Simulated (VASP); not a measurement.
TiRh, 2 atoms in the cell. It takes space group P4/mmm (No. 123, tetragonal). Conventional cell: a = 2.988 Å, b = 2.988 Å, c = 3.183 Å, α = 90.00°, β = 90.00°, γ = 90.00°. Ti (site symmetry 4/mmm) has 8 Rh at 2.65 Å and 6 Ti at 2.99 to 3.18 Å within 3.5 Å. Rh (site symmetry 4/mmm) has 8 Ti at 2.65 Å and 6 Rh at 2.99 to 3.18 Å within 3.5 Å.  This cell differs from its parent crystal: strain +0.000 along x and y, -0.050 along z.

```yaml
Program: VASP 6.6.1
Task: single point
Functional: PBEsol
Potentials_or_basis: VASP PAW PBE potentials, release 64 (Ti_sv, Rh_pv)
Cutoff: 520 eV
k_mesh: 16 × 16 × 14
Occupations: gaussian, width 0.15 eV
Spin: no spin polarisation
Dipole_correction: no
Further_INCAR_settings: ALGO = Fast; EDIFF = 1e-06; NBANDS = 20
```

Potentials or basis: VASP PAW PBE potentials, release 64 (Ti_sv, Rh_pv).

Run with:

```sh
$ cat potpaw_PBE.64/Ti_sv/POTCAR potpaw_PBE.64/Rh_pv/POTCAR > POTCAR
$ mpirun -np 1 vasp_std > vasp.out
```

Hardware: 1 thread of Intel(R) Xeon(R) Platinum 8559C (Emerald Rapids) (shared host).

Question: Estimate the wall time of this run.

Answer: Run time: 2.4 min on 1 thread of Intel(R) Xeon(R) Platinum 8559C (Emerald Rapids), on a shared host, peak memory 0.31 GiB. Counts: scf iterations 29, k points 360.
